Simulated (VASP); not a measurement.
# S in VASP: single point with PBE+D3(BJ)

Aim: the single point of S with PBE+D3(BJ).

All numbers are computed with VASP 6.6.1; they aren't measurements. Logs are shortened: lines on timing, memory, paths and dates and some standing lists are left out, and cuts for length are marked.

## Step 1: The cell of the first run

The cell holds a sheet with vacuum, 2 atoms: a = 2.363 Å, b = 2.363 Å, c = 30.730 Å, α = 90.00°, β = 90.00°, γ = 90.00°.

## Step 2: Single point, PBE+D3(BJ)

INCAR

```
PREC = Accurate
ENCUT = 520
EDIFF = 1E-6
ISMEAR = 0
SIGMA = 0.1
LREAL = F
LASPH = T
NELM = 60
ALGO = Normal
ISIF = 2
LWAVE = F
LCHARG = F
LDIPOL = T
IDIPOL = 3
DIPOL = 0.5 0.5 0.293
GGA = PE
IVDW = 12
NBANDS = 13
```

KPOINTS

```
regular mesh
0
Gamma
  24 24 1
```

POSCAR

```
S
1.0
    2.3628963325      0.0000000000      0.0000000000
    0.0000000000      2.3628963325      0.0000000000
    0.0000000000      0.0000000000     30.7300000000
S
2
Direct
    0.5000000000      0.5000000000      0.2374464549
    0.5000000000      0.5000000000      0.3483003723
```

Potentials or basis: VASP PAW PBE potentials, release 64 (S).

Started as:

```console
> cat potpaw_PBE.64/S/POTCAR > POTCAR
> mpirun -np 1 vasp_std > vasp.out
```

OUTCAR:

```text
PREC = Accurate
   ENCUT = 520
   EDIFF = 1E-6
   ISMEAR = 0
   LREAL = F
   LASPH = T
   NELM = 60
   ISIF = 2
   GGA = PE
   IVDW = 12
 IVDW          = 12

 ion  position               nearest neighbor table
   1  0.500  0.500  0.237-
   2  0.500  0.500  0.348-

  LATTYP: Found a simple tetragonal cell.
 ALAT       =     2.3628963325
 C/A-ratio  =    13.0052256535

  Lattice vectors:

 A1 = (   2.3628963325,   0.0000000000,   0.0000000000)
 A2 = (   0.0000000000,   2.3628963325,   0.0000000000)
 A3 = (   0.0000000000,   0.0000000000,  30.7300000000)

Analysis of symmetry for initial positions (statically):
=====================================================================
 Subroutine PRICEL returns:
 Original cell was already a primitive cell.

 Routine SETGRP: Setting up the symmetry group for a
 simple tetragonal supercell.

 Subroutine GETGRP returns: Found 16 space group operations
 (whereof  8 operations were pure point group operations)
 out of a pool of 16 trial point group operations.

The static configuration has the point symmetry C_4v.
 The point group associated with its full space group is D_4h.

Analysis of symmetry for dynamics (positions and initial velocities):
=====================================================================
 Subroutine PRICEL returns:
 Original cell was already a primitive cell.

 Routine SETGRP: Setting up the symmetry group for a
 simple tetragonal supercell.

 Subroutine GETGRP returns: Found 16 space group operations
 (whereof  8 operations were pure point group operations)
 out of a pool of 16 trial point group operations.

The dynamic configuration has the point symmetry C_4v.
 The point group associated with its full space group is D_4h.

 Subroutine INISYM returns: Found 16 space group operations
 (whereof  8 operations are pure point group operations),
 and found     1 'primitive' translations

----------------------------------------------------------------------------------------

                                     Primitive cell

  volume of cell :     171.5742

  direct lattice vectors                    reciprocal lattice vectors
     2.362896333  0.000000000  0.000000000     0.423209426  0.000000000  0.000000000
     0.000000000  2.362896333  0.000000000     0.000000000  0.423209426  0.000000000
     0.000000000  0.000000000 30.730000000     0.000000000  0.000000000  0.032541490

  length of vectors
     2.362896333  2.362896333 30.730000000     0.423209426  0.423209426  0.032541490

  position of ions in fractional coordinates (direct lattice)
     0.500000000  0.500000000  0.237446455
     0.500000000  0.500000000  0.348300372

  ion indices of the primitive-cell ions
   primitive index   ion index
                 1           1
                 2           2

----------------------------------------------------------------------------------------

 KPOINTS: regular mesh

Automatic generation of k-mesh.
 Grid dimensions read from file:
 generate k-points for:   24   24    1

 Generating k-lattice:

  Cartesian coordinates                     Fractional coordinates (reciprocal lattice)
     0.017633726  0.000000000  0.000000000     0.041666667  0.000000000  0.000000000
     0.000000000  0.017633726  0.000000000     0.000000000  0.041666667  0.000000000
     0.000000000  0.000000000  0.032541490     0.000000000  0.000000000  1.000000000

  Length of vectors
     0.017633726  0.017633726  0.032541490

  Shift w.r.t. Gamma in fractional coordinates (k-lattice)
     0.000000000  0.000000000  0.000000000

 Subroutine IBZKPT returns following result:
 ===========================================

 Found     91 irreducible k-points:

 Following reciprocal coordinates:
            Coordinates               Weight
  0.000000  0.000000  0.000000      1.000000
  0.041667  0.000000  0.000000      4.000000
  0.083333  0.000000  0.000000      4.000000
  0.125000  0.000000  0.000000      4.000000
  0.166667  0.000000  0.000000      4.000000
  0.208333  0.000000  0.000000      4.000000
[... 16 lines left out ...]
  0.416667  0.041667  0.000000      8.000000
  0.458333  0.041667  0.000000      8.000000
 [... further k-points ...]
   k-points           NKPTS =     91   k-points in BZ     NKDIM =     91   number of bands    NBANDS=     13
   number of dos      NEDOS =    301   number of ions     NIONS =      2
   total plane-waves  NPLWV =  77760
   dimension x,y,z NGX =    18 NGY =   18 NGZ =  240
   dimension x,y,z NGXF=    36 NGYF=   36 NGZF=  480
   ions per type =               2
   NGX,Y,Z   is equivalent  to a cutoff of  12.66, 12.66, 12.98 a.u.
   NGXF,Y,Z  is equivalent  to a cutoff of  25.33, 25.33, 25.97 a.u.
 SYSTEM =  unknown system
   PREC   = accura    normal or accurate (medium, high low for compatibility)
   ISTART =      0    job   : 0-new  1-cont  2-samecut
   ICHARG =      2    charge: 1-file 2-atom 10-const
   ISPIN  =      1    spin polarized calculation?
   LNONCOLLINEAR =      F non collinear calculations
   LSORBIT =      F    spin-orbit coupling
   LASPH  =      T    aspherical Exc in radial PAW
   ENCUT  =  520.0 eV  38.22 Ry    6.18 a.u.   4.39  4.39 57.14*2*pi/ulx,y,z
   NELM   =     60;   NELMIN=  2; NELMDL= -5     # of ELM steps
   EDIFF  = 0.1E-05   stopping-criterion for ELM
   LREAL  =      F    real-space projection
   EDIFFG = 0.1E-04   stopping-criterion for IOM
   NSW    =      0    number of steps for IOM
   IBRION =     -1    ionic relax: 0-MD 1-quasi-New 2-CG
   NFREE  =      0    steps in history (QN), initial steepest desc. (CG)
   ISIF   =      2    stress and relaxation
   ISYM   =      2    0-nonsym 1-usesym 2-fastsym
   POTIM  = 0.5000    time-step for ionic-motion
   TEBEG  =    0.0;   TEEND  =   0.0 temperature during run
   PSTRESS=    0.0 pullay stress
   NELECT =      12.0000    total number of electrons
   NUPDOWN=      -1.0000    fix difference up-down
   EMIN   =  10.00;   EMAX   =-10.00  energy-range for DOS
   EFERMI =   0.00;   METHOD = LEGACY
   ISMEAR =     0;   SIGMA  =   0.10  broadening in eV -4-tet -1-fermi 0-gaus
   EFERMI_NEDOS =   21; number of points for ismear=-14 and -15
   IALGO  =     38    algorithm
   IMIX   =      4    mixing-type and parameters
     AMIX     =   0.40;   BMIX     =  1.00
     AMIX_MAG =   1.60;   BMIX_MAG =  1.00
  volume/ion in A,a.u.               =      85.79       578.92
  Fermi-wavevector in a.u.,A,eV,Ry     =   0.674504  1.274628  6.190050  0.454956
  Thomas-Fermi vector in A             =   1.751242
   LORBIT       =      0    0 simple, 1 ext, 2 COOP (PROOUT), +10 PAW based schemes
   GGA     = PE    functional components
   LHFCALC =     F    Hartree Fock is set to
   AEXX    =    0.0000 exact exchange contribution
   IVDW    =    12    specifies the selected vdW correction
   LEPSILON=     F    determine dielectric tensor
   LRPA    =     F    only Hartree local field effects (RPA)
 non-spin polarized calculation
 Gauss-broadening in eV      SIGMA  =   0.10
  energy-cutoff  :      520.00
  volume of cell :      171.57
 maximum number of plane-waves:      4672
 NGX is ok and might be reduce to    18
   NGX =  9   NGY =  9   NGZ =115

 dipolmoment           0.000000      0.000000     -0.000000 electrons x Angstroem

 number of electron      12.0000002 magnetization

 dipolmoment           0.000000      0.000000      0.000001 electrons x Angstroem

 Free energy of the ion-electron system (eV)
  ---------------------------------------------------
  ext. energy  EPLUGINS =         0.00000000
  ---------------------------------------------------
  free energy    TOTEN  =        -7.24172308 eV

  energy without entropy =       -7.23724551  energy(sigma->0) =       -7.23948430

 E-fermi :  -3.1643     XC(G=0):  -2.5349

 val. band max:       -3.1884792839   @ k =   0.1667   0.1667   0.0000
 cond. band min:      -3.1599022059   @ k =   0.1667   0.0000   0.0000
 fundamental gap:      0.0285770780
 Fermi energy:        -3.1642904114

 k-point     1 :       0.0000    0.0000    0.0000
  band No.  band energies     occupation
      1     -20.0201      2.00000
      2     -19.8042      2.00000
      3      -8.7929      2.00000
      4      -7.3420      2.00000
      5       0.9791      0.00000
      6       1.3019      0.00000
      7       1.3019      0.00000
      8       1.3913      0.00000
      9       1.3913      0.00000
     10       1.8063      0.00000
     11       2.4000      0.00000
     12       2.6992      0.00000
     13       2.8930      0.00000

 k-point     2 :       0.0417    0.0000    0.0000
  band No.  band energies     occupation
      1     -19.9796      2.00000
      2     -19.7638      2.00000
      3      -8.7549      2.00000
      4      -7.3059      2.00000
      5       0.7643      0.00000
      6       0.8827      0.00000
      7       1.0468      0.00000
      8       1.3301      0.00000
      9       1.4193      0.00000
     10       1.8525      0.00000
     11       2.4470      0.00000
     12       2.7458      0.00000
     13       2.9405      0.00000

 k-point     3 :       0.0833    0.0000    0.0000
  band No.  band energies     occupation
      1     -19.8585      2.00000
      2     -19.6430      2.00000
      3      -8.6414      2.00000
      4      -7.1981      2.00000
      5      -0.3766      0.00000
      6      -0.2561      0.00000
      7       1.1730      0.00000
      8       1.4141      0.00000
      9       1.5027      0.00000
     10       1.9881      0.00000
     11       2.5872      0.00000
     12       2.8851      0.00000
     13       3.0803      0.00000

 k-point     4 :       0.1250    0.0000    0.0000
  band No.  band energies     occupation
      1     -19.6576      2.00000
      2     -19.4427      2.00000
      3      -8.4536      2.00000
      4      -7.0201      2.00000
      5      -1.7413      0.00000
      6      -1.6105      0.00000
      7       1.3984      0.00000
      8       1.5518      0.00000
      9       1.6393      0.00000
     10       2.2128      0.00000
     11       2.8206      0.00000
     12       3.1168      0.00000
     13       3.3117      0.00000

 k-point     5 :       0.1667    0.0000    0.0000
  band No.  band energies     occupation
      1     -19.3785      2.00000
      2     -19.1645      2.00000
      3      -8.1943      2.00000
      4      -6.7749      2.00000
      5      -3.1599      0.95052
      6      -3.0191      0.04006
      7       1.7143      0.00000
      8       1.7396      0.00000
      9       1.8255      0.00000
     10       2.5253      0.00000
     11       3.1471      0.00000
     12       3.4407      0.00000
     13       3.6344      0.00000
[... 257 lines left out ...]
 k-point    22 :       0.3750    0.0417    0.0000
  band No.  band energies     occupation
      1     -16.9568      2.00000
      2     -16.7507      2.00000
      3      -9.5021      2.00000
      4      -9.3242      2.00000
      5      -6.0659      2.00000
      6      -4.8122      2.00000
      7       2.7140      0.00000
      8       2.8081      0.00000
      9       3.0737      0.00000
     10       4.4838      0.00000
     11       4.6579      0.00000
     12       6.0287      0.00000
     13       6.2257      0.00000

 k-point    23 :       0.4167    0.0417    0.0000
  band No.  band energies     occupation
      1     -16.4051      2.00000
      2     -16.2011      2.00000
      3     -10.4306      2.00000
      4     -10.2479      2.00000
      5      -5.6399      2.00000
      6      -4.4377      2.00000
      7       2.2738      0.00000
      8       2.9612      0.00000
      9       3.0507      0.00000
     10       3.9975      0.00000
     11       5.4474      0.00000
     12       6.6578      0.00000
     13       7.1039      0.00000

 k-point    24 :       0.4583    0.0417    0.0000
  band No.  band energies     occupation
      1     -15.9654      2.00000
      2     -15.7633      2.00000
      3     -11.0972      2.00000
      4     -10.9111      2.00000
      5      -5.3300      2.00000
      6      -4.1720      2.00000
      7       1.7336      0.00000
      8       3.1275      0.00000
      9       3.2146      0.00000
     10       3.5708      0.00000
     11       6.2274      0.00000
     12       7.4735      0.00000
     13       8.0329      0.00000

 [... further k-points ...]

------------------------ aborting loop because EDIFF is reached ----------------------------------------

 vacuum level on the upper side and lower side of the slab       (xc-potential included)        -0.011        -0.011

 Edisp (eV)   -0.45685

 E8    (eV) :    -0.1714

  FORCE on cell =-STRESS in cart. coord.  units (eV):
  Direction    XX          YY          ZZ          XY          YZ          ZX
  --------------------------------------------------------------------------------------
  -------------------------------------------------------------------------------------
  Total      -0.40741    -0.40741     0.10917     0.00000     0.00000     0.00000
  in kB      -3.80439    -3.80439     1.01942     0.00000     0.00000     0.00000
  external pressure =       -2.20 kB  Pullay stress =        0.00 kB

 VOLUME and BASIS-vectors are now :
 -----------------------------------------------------------------------------
  energy-cutoff  :      520.00
  volume of cell :      171.57
      direct lattice vectors                 reciprocal lattice vectors
     2.362896333  0.000000000  0.000000000     0.423209426  0.000000000  0.000000000
     0.000000000  2.362896333  0.000000000     0.000000000  0.423209426  0.000000000
     0.000000000  0.000000000 30.730000000     0.000000000  0.000000000  0.032541490

 POSITION                                       TOTAL-FORCE (eV/Angst)
 -----------------------------------------------------------------------------------
      1.18145      1.18145      7.29673        -0.000000      0.000000     -0.036197
      1.18145      1.18145     10.70327         0.000000      0.000000      0.036197
 -----------------------------------------------------------------------------------
    total drift:                               -0.000000     -0.000000      0.000012

  FREE ENERGIE OF THE ION-ELECTRON SYSTEM (eV)
  ---------------------------------------------------
  free  energy   TOTEN  =        -7.6985697703 eV

  energy  without entropy=       -7.6940921992  energy(sigma->0) =       -7.69633098

 vacuum level on the upper side and lower side of the slab         2.397         2.397
```

Wall time 81 s (1 thread of AMD EPYC 9R45 (Zen 5), shared host); peak memory 0.33 GiB.

Results:

| Quantity | Value |
| --- | --- |
| Free energy | -7.6986 eV |
| Largest force | 0.036 eV/Å |
| Band gap on the k mesh | zero (bands 6 and 7 overlap by 5.96 eV) |
| Dispersion energy per atom | -0.228 eV |

Forces in eV/Å, atoms in the order of the input:
```
S    0.000  0.000 -0.036
S    0.000  0.000  0.036
```

The gap in the log of VASP goes by the Fermi energy; the results here count the filled bands.